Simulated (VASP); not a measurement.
# CdS (Fm-3m) in VASP: notebook

Runs on CdS. Level: r2SCAN. Tasks: phonons.

Everything below comes from runs of VASP 6.6.1. Logs are shortened: lines on timing, memory, paths and dates and some standing lists are left out, and cuts for length are marked.

## Step 1: The cell of the first run

Symmetry: Fm-3m, No. 225, cubic system. The conventional cell has a = 5.375 Å, b = 5.375 Å, c = 5.375 Å, α = 90.00°, β = 90.00°, γ = 90.00°. Within 3.5 Å of Cd (site symmetry m-3m) lie 6 S at 2.69 Å. S (site symmetry m-3m) has 6 Cd at 2.69 Å within 3.5 Å.

## Step 2: Phonons, r2SCAN

INCAR reads:

```
SYSTEM = CdS
ALGO = Normal ; EDIFF = 1E-8
ENCUT = 520 ; IBRION = 6
ISIF = 2 ; ISMEAR = 0
LASPH = .True. ; LCHARG = .False.
LMIXTAU = .True. ; LREAL = .False.
LWAVE = .False. ; METAGGA = R2SCAN
NBANDS = 16 ; NELM = 60
NFREE = 2 ; NSW = 1
POTIM = 0.015 ; PREC = Accurate
SIGMA = 0.01
```

KPOINTS reads:

```
k-points
0
Gamma
  8 8 8
  0 0 0
```

POSCAR reads:

```
CdS
1.0
    2.6874291959      2.6874291959      0.0000000000
   -2.6874291959      2.6874291959      0.0000000000
    0.0000000000      2.6874291959      2.6874291959
Cd S
1 1
Direct
    0.0000000000      0.0000000000      0.0000000000
    0.5000000000      0.5000000000      0.0000000000
```

Potentials or basis: VASP PAW PBE potentials, release 64 (Cd, S).

Launch:

```
cat potpaw_PBE.64/Cd/POTCAR potpaw_PBE.64/S/POTCAR > POTCAR
mpirun -np 1 vasp_std > vasp.out
```

OUTCAR:

```text
SYSTEM = CdS
   EDIFF = 1E-8
   ENCUT = 520
   IBRION = 6
   ISIF = 2
   ISMEAR = 0
   LASPH = .True.
   LREAL = .False.
   METAGGA = R2SCAN
   NELM = 60
   NFREE = 2
   NSW = 1
   POTIM = 0.015
   PREC = Accurate

 ion  position               nearest neighbor table
   1  0.000  0.000  0.000-   2 2.69   2 2.69   2 2.69   2 2.69   2 2.69   2 2.69
   2  0.500  0.500  0.000-   1 2.69   1 2.69   1 2.69   1 2.69   1 2.69   1 2.69

  LATTYP: Found a face centered cubic cell.
 ALAT       =     5.3748583918

  Lattice vectors:

 A1 = (   0.0000000000,   2.6874291959,   2.6874291959)
 A2 = (   2.6874291959,   0.0000000000,   2.6874291959)
 A3 = (   2.6874291959,   2.6874291959,   0.0000000000)

Analysis of symmetry for initial positions (statically):
=====================================================================
 Subroutine PRICEL returns:
 Original cell was already a primitive cell.

 Routine SETGRP: Setting up the symmetry group for a
 face centered cubic supercell.

 Subroutine GETGRP returns: Found 48 space group operations
 (whereof 48 operations were pure point group operations)
 out of a pool of 48 trial point group operations.

The static configuration has the point symmetry O_h .

Analysis of symmetry for dynamics (positions and initial velocities):
=====================================================================
 Subroutine PRICEL returns:
 Original cell was already a primitive cell.

 Routine SETGRP: Setting up the symmetry group for a
 face centered cubic supercell.

 Subroutine GETGRP returns: Found 48 space group operations
 (whereof 48 operations were pure point group operations)
 out of a pool of 48 trial point group operations.

The dynamic configuration has the point symmetry O_h .

 Subroutine INISYM returns: Found 48 space group operations
 (whereof 48 operations are pure point group operations),
 and found     1 'primitive' translations

----------------------------------------------------------------------------------------

                                     Primitive cell

  volume of cell :      38.8187

  direct lattice vectors                    reciprocal lattice vectors
     2.687429196  2.687429196  0.000000000     0.186051413  0.186051413 -0.186051413
    -2.687429196  2.687429196  0.000000000    -0.186051413  0.186051413 -0.186051413
     0.000000000  2.687429196  2.687429196     0.000000000  0.000000000  0.372102827

  length of vectors
     3.800598817  3.800598817  3.800598817     0.322250501  0.322250501  0.372102827

  position of ions in fractional coordinates (direct lattice)
     0.000000000  0.000000000  0.000000000
     0.500000000  0.500000000  0.000000000

  ion indices of the primitive-cell ions
   primitive index   ion index
                 1           1
                 2           2

----------------------------------------------------------------------------------------

 KPOINTS: k-points

Automatic generation of k-mesh.
 Grid dimensions read from file:
 generate k-points for:    8    8    8

 Generating k-lattice:

  Cartesian coordinates                     Fractional coordinates (reciprocal lattice)
     0.023256427  0.023256427 -0.023256427     0.125000000  0.000000000  0.000000000
    -0.023256427  0.023256427 -0.023256427     0.000000000  0.125000000  0.000000000
     0.000000000  0.000000000  0.046512853     0.000000000  0.000000000  0.125000000

  Length of vectors
[... 53 lines left out ...]
   ENCUT  =  520.0 eV  38.22 Ry    6.18 a.u.   7.07  7.07  7.07*2*pi/ulx,y,z
   NELM   =     60;   NELMIN=  2; NELMDL= -5     # of ELM steps
   EDIFF  = 0.1E-07   stopping-criterion for ELM
   LREAL  =      F    real-space projection
   EDIFFG = 0.1E-06   stopping-criterion for IOM
   NSW    =     61    number of steps for IOM
   IBRION =      6    ionic relax: 0-MD 1-quasi-New 2-CG
   NFREE  =      2    steps in history (QN), initial steepest desc. (CG)
   ISIF   =      2    stress and relaxation
   ISYM   =      2    0-nonsym 1-usesym 2-fastsym
   POTIM  = 0.0150    time-step for ionic-motion
   TEBEG  =    0.0;   TEEND  =   0.0 temperature during run
   PSTRESS=    0.0 pullay stress
   NELECT =      18.0000    total number of electrons
   NUPDOWN=      -1.0000    fix difference up-down
   EMIN   =  10.00;   EMAX   =-10.00  energy-range for DOS
   EFERMI =   0.00;   METHOD = LEGACY
   ISMEAR =     0;   SIGMA  =   0.01  broadening in eV -4-tet -1-fermi 0-gaus
   EFERMI_NEDOS =   21; number of points for ismear=-14 and -15
   IALGO  =     38    algorithm
   IMIX   =      4    mixing-type and parameters
     AMIX     =   0.40;   BMIX     =  1.00
     AMIX_MAG =   1.60;   BMIX_MAG =  1.00
  volume/ion in A,a.u.               =      19.41       130.98
  Fermi-wavevector in a.u.,A,eV,Ry     =   1.267123  2.394515 21.845510  1.605600
  Thomas-Fermi vector in A             =   2.400287
   LORBIT       =      0    0 simple, 1 ext, 2 COOP (PROOUT), +10 PAW based schemes
   METAGGA = R2SCAN    functional components
   LHFCALC =     F    Hartree Fock is set to
   AEXX    =    0.0000 exact exchange contribution
   IVDW    =     0    specifies the selected vdW correction
   LEPSILON=     F    determine dielectric tensor
   LRPA    =     F    only Hartree local field effects (RPA)
 finite differences with symmetry
 non-spin polarized calculation
 Gauss-broadening in eV      SIGMA  =   0.01
  energy-cutoff  :      520.00
  volume of cell :       38.82
 maximum number of plane-waves:      1056
   NGX = 15   NGY = 15   NGZ = 15

--------------------------------------- Ionic step        1  -------------------------------------------

 number of electron      18.0000008 magnetization

 Free energy of the ion-electron system (eV)
  ---------------------------------------------------
  ext. energy  EPLUGINS =         0.00000000
  ---------------------------------------------------
  free energy    TOTEN  =       -29.49777282 eV

  energy without entropy =      -29.49777282  energy(sigma->0) =      -29.49777282

------------------------ aborting loop because EDIFF is reached ----------------------------------------

  FORCE on cell =-STRESS in cart. coord.  units (eV):
  Direction    XX          YY          ZZ          XY          YZ          ZX
  --------------------------------------------------------------------------------------
  -------------------------------------------------------------------------------------
  Total        1.1026834      1.1026834      1.1026834     -0.0000000     -0.0000000     -0.0000000
  in kB       45.5114162     45.5114162     45.5114162     -0.0000000     -0.0000000     -0.0000000
  external PRESSURE =      45.5114162 kB  Pullay stress =       0.0000000 kB
[... 131 lines left out ...]
--------------------------------------- Ionic step        5  -------------------------------------------

 number of electron      18.0000008 magnetization

 Free energy of the ion-electron system (eV)
  ---------------------------------------------------
  ext. energy  EPLUGINS =         0.00000000
  ---------------------------------------------------
  free energy    TOTEN  =       -29.49747935 eV

  energy without entropy =      -29.49747935  energy(sigma->0) =      -29.49747935

 E-fermi :   3.2973     XC(G=0): -11.2398

 val. band max:        3.2042666144   @ k =   0.5000   0.0000   0.0000
 cond. band min:       3.9321776443   @ k =   0.0000  -1.0000  -0.5000
 fundamental gap:      0.7279110299
 Fermi energy:         3.2972643691

 k-point     1 :       0.0000    0.0000    0.0000
  band No.  band energies     occupation
      1     -10.4712      2.00000
      2      -4.7582      2.00000
      3      -4.7576      2.00000
      4      -4.7547      2.00000
      5      -4.7547      2.00000
      6      -4.7545      2.00000
[... 433 lines left out ...]
      3      -4.8896      2.00000
      4      -4.8315      2.00000
      5      -4.5073      2.00000
      6      -4.3988      2.00000
[... 8 lines left out ...]
     15      16.6177      0.00000
     16      18.7563      0.00000

 [... further k-points ...]

------------------------ aborting loop because EDIFF is reached ----------------------------------------

  FORCE on cell =-STRESS in cart. coord.  units (eV):
  Direction    XX          YY          ZZ          XY          YZ          ZX
  --------------------------------------------------------------------------------------
  -------------------------------------------------------------------------------------
  Total        1.1093941      1.1022565      1.1022565      0.0000000      0.0000000      0.0000000
  in kB       45.7883852     45.4937950     45.4937950      0.0000000      0.0000000      0.0000000
  external PRESSURE =      45.5919917 kB  Pullay stress =       0.0000000 kB
[... 17 lines left out ...]
  FREE ENERGIE OF THE ION-ELECTRON SYSTEM (eV)
  ---------------------------------------------------
  free  energy   TOTEN  =       -29.4974793474 eV

  energy  without entropy=      -29.4974793474  energy(sigma->0) =      -29.49747935

 INTERNAL STRAIN TENSORS FROM DISPLACED ATOMS
 ============================================

 INTERNAL STRAIN TENSOR FOR ION    1 for displacements in x,y,z  (eV/Angst):
          X           Y           Z          XY          YZ          ZX
  --------------------------------------------------------------------------------
  x     0.00000     0.00000     0.00000     0.00000     0.00000     0.00000
  y     0.00000     0.00000     0.00000     0.00000     0.00000     0.00000
  z     0.00000     0.00000     0.00000     0.00000     0.00000     0.00000

 INTERNAL STRAIN TENSOR FOR ION    2 for displacements in x,y,z  (eV/Angst):
          X           Y           Z          XY          YZ          ZX
  --------------------------------------------------------------------------------
  x     0.00000     0.00000     0.00000     0.00000     0.00000     0.00000
  y     0.00000     0.00000     0.00000     0.00000     0.00000     0.00000
  z     0.00000     0.00000     0.00000     0.00000     0.00000     0.00000

 Eigenvectors and eigenvalues of the dynamical matrix
 ----------------------------------------------------

   1 f  =    5.062217 THz    31.806849 2PiTHz  168.857392 cm-1    20.935639 meV
             X         Y         Z           dx          dy          dz
      0.000000  0.000000  0.000000     0.472776   -0.000000   -0.000000
      0.000000  2.687429  0.000000    -0.881182    0.000000    0.000000
[... 21 lines left out ...]
   6 f/i=    0.009564 THz     0.060093 2PiTHz    0.319024 cm-1     0.039554 meV
             X         Y         Z           dx          dy          dz
      0.000000  0.000000  0.000000     0.000000   -0.000000    0.881182
      0.000000  2.687429  0.000000     0.000000    0.000000    0.472776

 ELASTIC MODULI CONTR FROM IONIC RELAXATION (kBar)
 Direction    XX          YY          ZZ          XY          YZ          ZX
 --------------------------------------------------------------------------------
 XX           0.0000      0.0000      0.0000      0.0000      0.0000      0.0000
 YY           0.0000      0.0000      0.0000      0.0000      0.0000      0.0000
 ZZ           0.0000      0.0000      0.0000      0.0000      0.0000      0.0000
 XY           0.0000      0.0000      0.0000      0.0000      0.0000      0.0000
 YZ           0.0000      0.0000      0.0000      0.0000      0.0000      0.0000
 ZX           0.0000      0.0000      0.0000      0.0000      0.0000      0.0000
 --------------------------------------------------------------------------------
```

Run time: 3.9 min. Hardware: 1 thread of Intel Xeon 6975P-C (Granite Rapids), shared host; peak memory 0.21 GiB.

What came out:

- Highest phonon frequency at Γ, LO-TO splitting left out: 169 cm⁻¹

Phonon frequencies in cm⁻¹ (negative: imaginary):
```tsv
q point	frequencies
(0.000, 0.000, 0.000)	0 0 0 169 169 169
```

Caveat: the cell stands under pressure or tension, which shifts response properties; the PAW data sets were made with another functional, which shifts forces and pressure a little.

## Step 3: Phonons, r2SCAN

This run uses another cell than the first one, of 19.81 Å³/atom.

INCAR reads:

```
SYSTEM = CdS
PREC = Accurate
ENCUT = 520
EDIFF = 1E-8
ISMEAR = 0
SIGMA = 0.01
LREAL = .FALSE.
LASPH = .TRUE.
NELM = 100
ALGO = Normal
ISIF = 2
LWAVE = .FALSE.
LCHARG = .FALSE.
METAGGA = R2SCAN
LMIXTAU = .TRUE.
NBANDS = 16
IBRION = 6
NFREE = 2
POTIM = 0.015
NSW = 1
```

KPOINTS reads:

```
Automatic mesh
0
G
  8 8 8
  0 0 0
```

POSCAR reads:

```
CdS
1.0
    2.7060182139      2.7060182139      0.0000000000
   -2.7060182139      2.7060182139      0.0000000000
    0.0000000000      2.7060182139      2.7060182139
Cd S
1 1
Direct
    0.0000000000      0.0000000000      0.0000000000
    0.5000000000      0.5000000000      0.0000000000
```

Potentials or basis: VASP PAW PBE potentials, release 64 (Cd, S).

Launch:

```
cat potpaw_PBE.64/Cd/POTCAR potpaw_PBE.64/S/POTCAR > POTCAR
mpirun -np 1 vasp_std > vasp.out
```

OUTCAR:

```text
SYSTEM = CdS
   PREC = Accurate
   ENCUT = 520
   EDIFF = 1E-8
   ISMEAR = 0
   LREAL = .FALSE.
   LASPH = .TRUE.
   NELM = 100
   ISIF = 2
   METAGGA = R2SCAN
   IBRION = 6
   NFREE = 2
   POTIM = 0.015
   NSW = 1

 ion  position               nearest neighbor table
   1  0.000  0.000  0.000-   2 2.71   2 2.71   2 2.71   2 2.71   2 2.71   2 2.71
   2  0.500  0.500  0.000-   1 2.71   1 2.71   1 2.71   1 2.71   1 2.71   1 2.71

  LATTYP: Found a face centered cubic cell.
 ALAT       =     5.4120364278

  Lattice vectors:

 A1 = (   0.0000000000,   2.7060182139,   2.7060182139)
 A2 = (   2.7060182139,   0.0000000000,   2.7060182139)
 A3 = (   2.7060182139,   2.7060182139,   0.0000000000)

Analysis of symmetry for initial positions (statically):
=====================================================================
 Subroutine PRICEL returns:
 Original cell was already a primitive cell.

 Routine SETGRP: Setting up the symmetry group for a
 face centered cubic supercell.

 Subroutine GETGRP returns: Found 48 space group operations
 (whereof 48 operations were pure point group operations)
 out of a pool of 48 trial point group operations.

The static configuration has the point symmetry O_h .

Analysis of symmetry for dynamics (positions and initial velocities):
=====================================================================
 Subroutine PRICEL returns:
 Original cell was already a primitive cell.

 Routine SETGRP: Setting up the symmetry group for a
 face centered cubic supercell.

 Subroutine GETGRP returns: Found 48 space group operations
 (whereof 48 operations were pure point group operations)
[... 301 lines left out ...]
  free energy    TOTEN  =       -29.51548119 eV

  energy without entropy =      -29.51548119  energy(sigma->0) =      -29.51548119

 E-fermi :   3.0990     XC(G=0): -11.1277

 val. band max:        2.9857058198   @ k =   0.5000   0.0000   0.0000
 cond. band min:       3.7182422453   @ k =   0.0000  -1.0000  -0.5000
 fundamental gap:      0.7325364254
 Fermi energy:         3.0990393861

 k-point     1 :       0.0000    0.0000    0.0000
  band No.  band energies     occupation
      1     -10.5276      2.00000
      2      -4.9247      2.00000
      3      -4.9242      2.00000
      4      -4.9224      2.00000
      5      -4.9224      2.00000
      6      -4.9222      2.00000
[... 433 lines left out ...]
      3      -5.0402      2.00000
      4      -4.9887      2.00000
      5      -4.6896      2.00000
      6      -4.5852      2.00000
[... 8 lines left out ...]
     15      16.2743      0.00000
     16      18.4225      0.00000

 [... further k-points ...]

------------------------ aborting loop because EDIFF is reached ----------------------------------------

  FORCE on cell =-STRESS in cart. coord.  units (eV):
  Direction    XX          YY          ZZ          XY          YZ          ZX
  --------------------------------------------------------------------------------------
  -------------------------------------------------------------------------------------
  Total        0.6286979      0.6220843      0.6220843      0.0000000      0.0000000      0.0000000
  in kB       25.4173589     25.1499830     25.1499830      0.0000000      0.0000000      0.0000000
  external PRESSURE =      25.2391083 kB  Pullay stress =       0.0000000 kB
[... 17 lines left out ...]
  FREE ENERGIE OF THE ION-ELECTRON SYSTEM (eV)
  ---------------------------------------------------
  free  energy   TOTEN  =       -29.5154811918 eV

  energy  without entropy=      -29.5154811918  energy(sigma->0) =      -29.51548119

 INTERNAL STRAIN TENSORS FROM DISPLACED ATOMS
 ============================================

 INTERNAL STRAIN TENSOR FOR ION    1 for displacements in x,y,z  (eV/Angst):
          X           Y           Z          XY          YZ          ZX
  --------------------------------------------------------------------------------
  x     0.00000     0.00000     0.00000     0.00000     0.00000     0.00000
  y     0.00000     0.00000     0.00000     0.00000     0.00000     0.00000
  z     0.00000     0.00000     0.00000     0.00000     0.00000     0.00000

 INTERNAL STRAIN TENSOR FOR ION    2 for displacements in x,y,z  (eV/Angst):
          X           Y           Z          XY          YZ          ZX
  --------------------------------------------------------------------------------
  x     0.00000     0.00000     0.00000     0.00000     0.00000     0.00000
  y     0.00000     0.00000     0.00000     0.00000     0.00000     0.00000
  z     0.00000     0.00000     0.00000     0.00000     0.00000     0.00000

 Eigenvectors and eigenvalues of the dynamical matrix
 ----------------------------------------------------

   1 f  =    4.686898 THz    29.448648 2PiTHz  156.338085 cm-1    19.383443 meV
             X         Y         Z           dx          dy          dz
      0.000000  0.000000  0.000000     0.473248   -0.000000   -0.000000
      0.000000  2.706018  0.000000    -0.880929   -0.000000    0.000000
[... 21 lines left out ...]
   6 f/i=    0.011366 THz     0.071415 2PiTHz    0.379130 cm-1     0.047006 meV
             X         Y         Z           dx          dy          dz
      0.000000  0.000000  0.000000    -0.880929    0.000000   -0.000000
      0.000000  2.706018  0.000000    -0.473248    0.000000    0.000000

 ELASTIC MODULI CONTR FROM IONIC RELAXATION (kBar)
 Direction    XX          YY          ZZ          XY          YZ          ZX
 --------------------------------------------------------------------------------
 XX           0.0000      0.0000      0.0000      0.0000      0.0000      0.0000
 YY           0.0000      0.0000      0.0000      0.0000      0.0000      0.0000
 ZZ           0.0000      0.0000      0.0000      0.0000      0.0000      0.0000
 XY           0.0000      0.0000      0.0000      0.0000      0.0000      0.0000
 YZ           0.0000      0.0000      0.0000      0.0000      0.0000      0.0000
 ZX           0.0000      0.0000      0.0000      0.0000      0.0000      0.0000
 --------------------------------------------------------------------------------
```

stdout:

```text
POSCAR found type information on POSCAR CdS
 POSCAR found :  2 types and       2 ions
 scaLAPACK will be used
 -----------------------------------------------------------------------------
|                                                                             |
|                                                                             |
|     You enforced a specific xc type in the INCAR file but a different       |
|     I HOPE YOU KNOW WHAT YOU ARE DOING!                                     |
|                                                                             |
 -----------------------------------------------------------------------------

 LDA part: xc-table for (None), standard interpolation
 POSCAR, INCAR and KPOINTS ok, starting setup
 FFT: planning ... GRIDC
 FFT: planning ... GRID_SOFT
 FFT: planning ... GRID
 WAVECAR not read
 entering main loop
 Found     2 degrees of freedom:
 Finite differences POTIM= 0.01500 DOF=   2
 bond charge predicted
 Finite differences progress:
 bond charge predicted
 Finite differences progress:
 bond charge predicted
 Finite differences progress:
 bond charge predicted
 Finite differences progress:
```

It took 4 min on 1 thread of Intel Xeon 6975P-C (Granite Rapids), shared host; peak memory 0.21 GiB.

What came out:

```yaml
Highest_phonon_frequency_at_Γ_LO-TO_splitting_left_out: 156 cm⁻¹
```

Phonon frequencies in cm⁻¹ (negative: imaginary):
```tsv
q point	frequencies
(0.000, 0.000, 0.000)	0 0 0 156 156 156
```

Caveat: the cell stands under pressure or tension, which shifts response properties; the PAW data sets were made with another functional, which shifts forces and pressure a little.

(Continued in part 2 of 3.)
